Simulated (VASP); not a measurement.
# ZrS in VASP: notebook

The runs below take ZrS through single point, with PBEsol.

Everything below comes from runs of VASP 6.6.1. Logs are shortened: lines on timing, memory, paths and dates and some standing lists are left out, and cuts for length are marked.

### Step 1. The cell of the first run

It takes space group Fm-3m (No. 225, cubic). The conventional cell has a = 5.167 Å, b = 5.167 Å, c = 5.167 Å, α = 90.00°, β = 90.00°, γ = 90.00°. Within 3.4 Å of Zr (site symmetry m-3m) lie 6 S at 2.58 Å. Within 3.4 Å of S (site symmetry m-3m) lie 6 Zr at 2.58 Å.

### Step 2. Single point, PBEsol

INCAR reads:

```
PREC = Accurate
ENCUT = 520
EDIFF = 1E-6
ISMEAR = 0
SIGMA = 0.15
LREAL = F
LASPH = T
NELM = 100
ALGO = Normal
ISIF = 2
LWAVE = F
LCHARG = F
GGA = PS
NBANDS = 16
```

KPOINTS reads:

```
regular mesh
0
Gamma
  16 16 16
```

POSCAR reads:

```
ZrS
1.0
    0.0000000000      2.5833766834      2.5833766834
    2.5833766834      0.0000000000      2.5833766834
    2.5833766834      2.5833766834      0.0000000000
Zr S
1 1
Direct
    0.0000000000      0.0000000000      0.0000000000
    0.5000000000      0.5000000000      0.5000000000
```

Potentials or basis: VASP PAW PBE potentials, release 64 (Zr_sv, S).

Started as:

```sh
> cat potpaw_PBE.64/Zr_sv/POTCAR potpaw_PBE.64/S/POTCAR > POTCAR
> mpirun -np 1 vasp_std > vasp.out
```

OUTCAR:

```text
PREC = Accurate
   ENCUT = 520
   EDIFF = 1E-6
   ISMEAR = 0
   LREAL = F
   LASPH = T
   NELM = 100
   ISIF = 2
   GGA = PS

 ion  position               nearest neighbor table
   1  0.000  0.000  0.000-   2 2.58   2 2.58   2 2.58   2 2.58   2 2.58   2 2.58
   2  0.500  0.500  0.500-   1 2.58   1 2.58   1 2.58   1 2.58   1 2.58   1 2.58

  LATTYP: Found a face centered cubic cell.
 ALAT       =     5.1667533668

  Lattice vectors:

 A1 = (   0.0000000000,   2.5833766834,   2.5833766834)
 A2 = (   2.5833766834,   0.0000000000,   2.5833766834)
 A3 = (   2.5833766834,   2.5833766834,   0.0000000000)

Analysis of symmetry for initial positions (statically):
=====================================================================
 Subroutine PRICEL returns:
 Original cell was already a primitive cell.

 Routine SETGRP: Setting up the symmetry group for a
 face centered cubic supercell.

 Subroutine GETGRP returns: Found 48 space group operations
 (whereof 48 operations were pure point group operations)
 out of a pool of 48 trial point group operations.

The static configuration has the point symmetry O_h .

Analysis of symmetry for dynamics (positions and initial velocities):
=====================================================================
 Subroutine PRICEL returns:
 Original cell was already a primitive cell.

 Routine SETGRP: Setting up the symmetry group for a
 face centered cubic supercell.

 Subroutine GETGRP returns: Found 48 space group operations
 (whereof 48 operations were pure point group operations)
 out of a pool of 48 trial point group operations.

The dynamic configuration has the point symmetry O_h .

 Subroutine INISYM returns: Found 48 space group operations
 (whereof 48 operations are pure point group operations),
 and found     1 'primitive' translations

----------------------------------------------------------------------------------------

                                     Primitive cell

  volume of cell :      34.4821

  direct lattice vectors                    reciprocal lattice vectors
     0.000000000  2.583376683  2.583376683    -0.193545139  0.193545139  0.193545139
     2.583376683  0.000000000  2.583376683     0.193545139 -0.193545139  0.193545139
     2.583376683  2.583376683  0.000000000     0.193545139  0.193545139 -0.193545139

  length of vectors
[... 80 lines left out ...]
   ENCUT  =  520.0 eV  38.22 Ry    6.18 a.u.   6.79  6.79  6.79*2*pi/ulx,y,z
   NELM   =    100;   NELMIN=  2; NELMDL= -5     # of ELM steps
   EDIFF  = 0.1E-05   stopping-criterion for ELM
   LREAL  =      F    real-space projection
   EDIFFG = 0.1E-04   stopping-criterion for IOM
   NSW    =      0    number of steps for IOM
   IBRION =     -1    ionic relax: 0-MD 1-quasi-New 2-CG
   NFREE  =      0    steps in history (QN), initial steepest desc. (CG)
   ISIF   =      2    stress and relaxation
   ISYM   =      2    0-nonsym 1-usesym 2-fastsym
   POTIM  = 0.5000    time-step for ionic-motion
   TEBEG  =    0.0;   TEEND  =   0.0 temperature during run
   PSTRESS=    0.0 pullay stress
   NELECT =      18.0000    total number of electrons
   NUPDOWN=      -1.0000    fix difference up-down
   EMIN   =  10.00;   EMAX   =-10.00  energy-range for DOS
   EFERMI =   0.00;   METHOD = LEGACY
   ISMEAR =     0;   SIGMA  =   0.15  broadening in eV -4-tet -1-fermi 0-gaus
   EFERMI_NEDOS =   21; number of points for ismear=-14 and -15
   IALGO  =     38    algorithm
   IMIX   =      4    mixing-type and parameters
     AMIX     =   0.40;   BMIX     =  1.00
     AMIX_MAG =   1.60;   BMIX_MAG =  1.00
  volume/ion in A,a.u.               =      17.24       116.35
  Fermi-wavevector in a.u.,A,eV,Ry     =   1.318159  2.490960 23.640724  1.737544
  Thomas-Fermi vector in A             =   2.448149
   LORBIT       =      0    0 simple, 1 ext, 2 COOP (PROOUT), +10 PAW based schemes
   GGA     = PS    functional components
   LHFCALC =     F    Hartree Fock is set to
   AEXX    =    0.0000 exact exchange contribution
   IVDW    =     0    specifies the selected vdW correction
   LEPSILON=     F    determine dielectric tensor
   LRPA    =     F    only Hartree local field effects (RPA)
 non-spin polarized calculation
 Gauss-broadening in eV      SIGMA  =   0.15
  energy-cutoff  :      520.00
  volume of cell :       34.48
 maximum number of plane-waves:       950
   NGX = 13   NGY = 13   NGZ = 13

 number of electron      17.9999999 magnetization

 Free energy of the ion-electron system (eV)
  ---------------------------------------------------
  ext. energy  EPLUGINS =         0.00000000
  ---------------------------------------------------
  free energy    TOTEN  =       -16.52025884 eV

  energy without entropy =      -16.50714083  energy(sigma->0) =      -16.51369984

 E-fermi :  11.2133     XC(G=0): -11.6923

 val. band max:       11.1813803642   @ k =  -0.3125   0.1875   0.0625
 cond. band min:      11.2169550414   @ k =  -0.1875   0.1875   0.0000
 fundamental gap:      0.0355746772
 Fermi energy:        11.2133309334

 k-point     1 :       0.0000    0.0000    0.0000
  band No.  band energies     occupation
      1     -38.5700      2.00000
      2     -16.5695      2.00000
      3     -16.5695      2.00000
      4     -16.5695      2.00000
      5      -4.8339      2.00000
      6       7.6837      2.00000
[... 433 lines left out ...]
      3     -16.5797      2.00000
      4     -16.5703      2.00000
      5      -4.6886      2.00000
      6       6.8247      2.00000
[... 8 lines left out ...]
     15      18.8102      0.00000
     16      22.9404      0.00000

 [... further k-points ...]

------------------------ aborting loop because EDIFF is reached ----------------------------------------

  FORCE on cell =-STRESS in cart. coord.  units (eV):
  Direction    XX          YY          ZZ          XY          YZ          ZX
  --------------------------------------------------------------------------------------
  -------------------------------------------------------------------------------------
  Total        0.0305017      0.0305017      0.0305017      0.0000000     -0.0000000      0.0000000
  in kB        1.4172349      1.4172349      1.4172349      0.0000000     -0.0000000      0.0000000
  external PRESSURE =       1.4172349 kB  Pullay stress =       0.0000000 kB

 VOLUME and BASIS-vectors are now :
 -----------------------------------------------------------------------------
  energy-cutoff  :      520.00
  volume of cell :       34.48
      direct lattice vectors                 reciprocal lattice vectors
     0.000000000  2.583376683  2.583376683    -0.193545139  0.193545139  0.193545139
     2.583376683  0.000000000  2.583376683     0.193545139 -0.193545139  0.193545139
     2.583376683  2.583376683  0.000000000     0.193545139  0.193545139 -0.193545139

 POSITION                                       TOTAL-FORCE (eV/Angst)
 -----------------------------------------------------------------------------------
      0.00000      0.00000      0.00000        -0.000000      0.000000      0.000000
      2.58338      2.58338      2.58338         0.000000     -0.000000     -0.000000
 -----------------------------------------------------------------------------------
    total drift:                                0.000000      0.000000      0.000000

  FREE ENERGIE OF THE ION-ELECTRON SYSTEM (eV)
  ---------------------------------------------------
  free  energy   TOTEN  =       -16.5202588415 eV

  energy  without entropy=      -16.5071408315  energy(sigma->0) =      -16.51369984
```

OSZICAR:

```text
N       E                     dE             d eps       ncg     rms          rms(c)
DAV:   1     0.120433614495E+03    0.12043E+03   -0.96313E+03  4640   0.111E+03
DAV:   2    -0.123023355563E+02   -0.13274E+03   -0.12785E+03  6080   0.282E+02
DAV:   3    -0.173352410777E+02   -0.50329E+01   -0.50047E+01  7344   0.485E+01
DAV:   4    -0.174068097801E+02   -0.71569E-01   -0.71546E-01  5792   0.547E+00
DAV:   5    -0.174085643887E+02   -0.17546E-02   -0.17546E-02  6928   0.612E-01    0.171E+01
DAV:   6    -0.165612658343E+02    0.84730E+00   -0.17984E+00  5808   0.952E+00    0.782E+00
DAV:   7    -0.165259615414E+02    0.35304E-01   -0.19193E-01  6592   0.288E+00    0.302E+00
DAV:   8    -0.165208786693E+02    0.50829E-02   -0.28164E-02  5496   0.110E+00    0.416E-01
DAV:   9    -0.165203802370E+02    0.49843E-03   -0.41812E-03  5608   0.387E-01    0.177E-01
DAV:  10    -0.165202799889E+02    0.10025E-03   -0.49050E-04  5792   0.214E-01    0.587E-02
DAV:  11    -0.165202593878E+02    0.20601E-04   -0.66802E-05  5904   0.513E-02    0.324E-02
DAV:  12    -0.165202588415E+02    0.54635E-06   -0.33573E-06  6040   0.121E-02
   1 F= -.16520259E+02 E0= -.16513700E+02  d E =-.131180E-01
```

Run time: 58 s. Hardware: 1 thread of AMD EPYC 7R13 (Zen 3), shared host; peak memory 0.18 GiB.

What came out:

- Free energy: -16.5203 eV
- Pressure: 0.1 GPa
- Band gap on the k mesh: zero (bands 9 and 10 overlap by 3.05 eV)

Levels at points of the mesh, in eV from the Fermi level:
```
           k point  band 6  band 7  band 8  band 9  band 10  band 11  band 12  band 13
(0.00, 0.00, 0.00)   -3.53   -3.53   -3.53   -1.48    -1.48    -1.48    -0.75    -0.75
(0.50, 0.00, 0.00)   -8.28   -6.16   -6.16    1.57     1.57     1.91     1.94     5.92
(0.50, 0.50, 0.00)   -6.34   -4.49   -4.49   -3.69     0.53     2.55     2.55     3.00
```

Caveat: the PAW data sets were made with another functional, which shifts forces and pressure a little.

### Step 3. Single point, PBEsol

INCAR reads:

```
SYSTEM = ZrS
PREC     = Accurate       ! precision mode
ENCUT    = 520            ! plane-wave cutoff, eV
EDIFF    = 1E-6           ! SCF threshold, eV
ISMEAR   = 0              ! smearing method
SIGMA    = 0.15           ! smearing width, eV
LREAL    = .FALSE.        ! projectors in reciprocal space
LASPH    = .TRUE.         ! aspherical terms in the spheres
NELM     = 80             ! most SCF steps
ALGO     = Normal         ! electronic algorithm
ISIF     = 2              ! what is computed and relaxed
LWAVE    = .FALSE.        ! write WAVECAR
LCHARG   = .FALSE.        ! write CHGCAR
GGA      = PS             ! functional
NBANDS   = 16             ! bands
```

KPOINTS reads:

```
Automatic mesh
0
G
  16 16 16
  0 0 0
```

POSCAR reads:

```
ZrS
1.0
    0.0000000000      2.5532803450      2.6435693601
    2.5532803450      0.0000000000      2.6435693601
    2.5532803450      2.5532803450      0.0000000000
Zr S
1 1
Direct
    0.0000000000      0.0000000000      0.0000000000
    0.5000000000      0.5000000000      0.5000000000
```

Potentials or basis: VASP PAW PBE potentials, release 64 (Zr_sv, S).

Started as:

```sh
> cat potpaw_PBE.64/Zr_sv/POTCAR potpaw_PBE.64/S/POTCAR > POTCAR
> mpirun -np 1 vasp_std > vasp.out
```

OUTCAR:

```text
SYSTEM = ZrS
   PREC = Accurate
   ENCUT = 520
   EDIFF = 1E-6
   ISMEAR = 0
   LREAL = .FALSE.
   LASPH = .TRUE.
   NELM = 80
   ISIF = 2
   GGA = PS

 ion  position               nearest neighbor table
   1  0.000  0.000  0.000-   2 2.55   2 2.55   2 2.55   2 2.55   2 2.64   2 2.64
   2  0.500  0.500  0.500-   1 2.55   1 2.55   1 2.55   1 2.55   1 2.64   1 2.64

  LATTYP: Found a body centered tetragonal cell.
 ALAT       =     3.6108836924
 C/A-ratio  =     1.4642229356

  Lattice vectors:

 A1 = (  -2.5532803450,   0.0000000000,   2.6435693601)
[... 643 lines left out ...]

  FORCE on cell =-STRESS in cart. coord.  units (eV):
  Direction    XX          YY          ZZ          XY          YZ          ZX
  --------------------------------------------------------------------------------------
  -------------------------------------------------------------------------------------
  Total        0.8538803      0.8538803     -1.2623779      0.0000000      0.0000000     -0.0000000
  in kB       39.6908004     39.6908004    -58.6789403      0.0000000      0.0000000     -0.0000000
  external PRESSURE =       6.9008868 kB  Pullay stress =       0.0000000 kB

 VOLUME and BASIS-vectors are now :
 -----------------------------------------------------------------------------
  energy-cutoff  :      520.00
  volume of cell :       34.47
      direct lattice vectors                 reciprocal lattice vectors
     0.000000000  2.553280345  2.643569360    -0.195826518  0.195826518  0.189138219
     2.553280345  0.000000000  2.643569360     0.195826518 -0.195826518  0.189138219
     2.553280345  2.553280345  0.000000000     0.195826518  0.195826518 -0.189138219

 POSITION                                       TOTAL-FORCE (eV/Angst)
 -----------------------------------------------------------------------------------
      0.00000      0.00000      0.00000        -0.000000      0.000000     -0.000000
      2.55328      2.55328      2.64357         0.000000     -0.000000      0.000000
 -----------------------------------------------------------------------------------
    total drift:                                0.000000      0.000000      0.000000

  FREE ENERGIE OF THE ION-ELECTRON SYSTEM (eV)
  ---------------------------------------------------
  free  energy   TOTEN  =       -16.4952961415 eV

  energy  without entropy=      -16.4824260983  energy(sigma->0) =      -16.48886112
```

OSZICAR:

```text
N       E                     dE             d eps       ncg     rms          rms(c)
DAV:   1     0.121045012089E+03    0.12105E+03   -0.96337E+03 11168   0.110E+03
DAV:   2    -0.121975729244E+02   -0.13324E+03   -0.12854E+03 14584   0.283E+02
DAV:   3    -0.172995788280E+02   -0.51020E+01   -0.50640E+01 17712   0.487E+01
DAV:   4    -0.173835656398E+02   -0.83987E-01   -0.83955E-01 13944   0.566E+00
DAV:   5    -0.173852773962E+02   -0.17118E-02   -0.17117E-02 16568   0.625E-01    0.172E+01
DAV:   6    -0.165368310465E+02    0.84845E+00   -0.17995E+00 14000   0.952E+00    0.789E+00
DAV:   7    -0.165010032142E+02    0.35828E-01   -0.19503E-01 16128   0.289E+00    0.303E+00
DAV:   8    -0.164959019945E+02    0.51012E-02   -0.28058E-02 13136   0.111E+00    0.402E-01
DAV:   9    -0.164954182416E+02    0.48375E-03   -0.41401E-03 13544   0.389E-01    0.172E-01
DAV:  10    -0.164953135957E+02    0.10465E-03   -0.49141E-04 13984   0.214E-01    0.567E-02
DAV:  11    -0.164952964951E+02    0.17101E-04   -0.62594E-05 14288   0.505E-02    0.336E-02
DAV:  12    -0.164952961415E+02    0.35365E-06   -0.30185E-06 14184   0.116E-02
   1 F= -.16495296E+02 E0= -.16488861E+02  d E =-.128700E-01
```

It took 2.2 min on 1 thread of AMD EPYC 7R13 (Zen 3), shared host; peak memory 0.27 GiB.

Results:

| Property | Result |
| --- | --- |
| Free energy | -16.4953 eV |
| Pressure | 0.7 GPa |
| Band gap on the k mesh | zero (bands 9 and 10 overlap by 2.90 eV) |

Levels at points of the mesh, in eV from the Fermi level:
| k point | band 6 | band 7 | band 8 | band 9 | band 10 | band 11 | band 12 | band 13 |
| --- | --- | --- | --- | --- | --- | --- | --- | --- |
| (0.00, 0.00, 0.00) | -3.58 | -3.48 | -3.48 | -1.71 | -1.33 | -1.33 | -0.86 | -0.67 |
| (0.50, 0.00, 0.00) | -8.26 | -6.17 | -6.15 | 1.53 | 1.66 | 1.92 | 1.97 | 5.73 |
| (0.50, 0.50, 0.00) | -6.47 | -4.36 | -4.36 | -3.70 | 0.43 | 2.57 | 2.57 | 3.05 |
| (0.50, 0.00, 0.50) | -6.24 | -4.54 | -4.51 | -3.67 | 0.58 | 2.40 | 2.68 | 3.02 |

Caveat: the cell differs from its parent crystal (strain +e along x and -e along y +0.0000, strain +e along z and -e/2 along x and y +0.0233); the stress differs along the axes, from -6 to 4 GPa; the PAW data sets were made with another functional, which shifts forces and pressure a little.

The gap in the log of VASP goes by the Fermi energy; the results here count the filled bands.